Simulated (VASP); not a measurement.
The system is Bi.

```xyz
2
Lattice="3.5875 0.0000 0.0000 -1.7938 3.1069 0.0000 0.0000 0.0000 6.7659" Properties=species:S:1:pos:R:3 pbc="T T T"
Bi    0.0000    0.0000    5.0959
Bi    0.0000    0.0000    1.6700
```

```yaml
Program: VASP 6.6.1
Task: relaxation of cell and atoms
Functional: PBE
Potentials_or_basis: VASP PAW PBE potentials, release 64 (Bi_d)
Cutoff: 600 eV
k_mesh: 6 × 6 × 4
Occupations: gaussian, width 0.1 eV
Spin: no spin polarisation
```

At the start: pressure -4.3 GPa; volume 37.71 Å³/atom.

**Question.** Where does the relaxation end?

**Answer.** Over 7 steps the energy falls by 62.0 meV/atom and the volume is 33.68 Å³/atom (-10.7 %); space group P6/mmm (No. 191, to 0.05 Å).

Step by step:
```tsv
step	energy change (eV)	largest force (eV/Å)	pressure (GPa)	volume (Å³)
1	0.0000	0.0252	-4.32	75.41
2	-0.1072	0.0552	2.03	64.85
3	-0.1232	0.0473	-0.17	67.35
4	-0.1232	0.0472	0.05	67.20
5	-0.1236	0.0462	0.18	67.05
6	-0.1237	0.0521	0.16	67.10
7	-0.1240	0.0367	-0.04	67.36
```

Final structure:
```xyz
2
Lattice="3.4496 0.0000 0.0000 -1.7248 2.9875 0.0000 0.0000 0.0000 6.5366" Properties=species:S:1:pos:R:3 pbc="T T T"
Bi    0.0000    0.0000    4.9183
Bi    0.0000    0.0000    1.6182
```
